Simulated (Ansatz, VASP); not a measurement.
# Ta in VASP and in Ansatz

INCAR

```
SYSTEM = Ta
  PREC = Accurate
  ENCUT = 520
  EDIFF = 1E-6
  ISMEAR = 0
  SIGMA = 0.1
  LREAL = .False.
  LASPH = .True.
  NELM = 60
  ALGO = Normal
  ISIF = 2
  LWAVE = .False.
  LCHARG = .False.
  GGA = CA
  NBANDS = 12
```

Contents of KPOINTS:

```
Automatic mesh
0
Gamma
  8 8 8
  0 0 0
```

Contents of POSCAR:

```
Ta
1.0
   -1.6549278100      1.6549278100      1.6549278100
    1.6549278100     -1.6549278100      1.6549278100
    1.6549278100      1.6549278100     -1.6549278100
Ta
1
Direct
    0.0000000000      0.0000000000      0.0000000000
```

Input for Ansatz:

```yaml
crystal:
  lattice:
    - [-1.65492781, 1.65492781, 1.65492781]
    - [1.65492781, -1.65492781, 1.65492781]
    - [1.65492781, 1.65492781, -1.65492781]
  atoms:
    - { symbol: Ta, position: [0.0, 0.0, 0.0] }
basis:
  ecutwfc: 420
kpoints:
  mp_grid: { grid: [8, 8, 8] }
hamiltonian:
  xc: lda
  pseudopotentials: { kind: paw, azcp: { folder: soft_1 } }
scf:
  occupations: { method: gaussian, width: 0.1 }
output:
  forces: true
  stress: true
  eigenvalues: true
```

Alike in both runs: task single point; functional LDA; k mesh 8 × 8 × 8; occupations gaussian, width 0.1 eV; no spin polarisation.

|  | VASP | Ansatz |
| --- | --- | --- |
| version | VASP 6.6.1 | Ansatz 0.2.0 |
| potentials or method | VASP PAW LDA potentials, release 64 (Ta_pv), cutoff 520 eV | scalar-relativistic, plane waves, PAW |
| valence electrons in the cell | 11 | 13 |

Ansatz gave:

```
gap on the k mesh at the Fermi level (eV) : none
pressure (GPa)                            : -11.9
```

Q: Which values does VASP return?

A: gap on the k mesh at the Fermi level (eV): none; pressure (GPa): -11.2.

Ansatz warns that its potentials were made for another functional, while VASP's fit it. LDA's correlation is that of Perdew and Zunger in VASP and of Perdew and Wang (1992) in Ansatz. A gap of «none» marks a metal or a gap that the smearing closes. VASP's potentials hold 11 valence electrons a cell and Ansatz's 13, so a difference there can come from the potentials and not from the codes.

Spin-orbit coupling is off throughout.
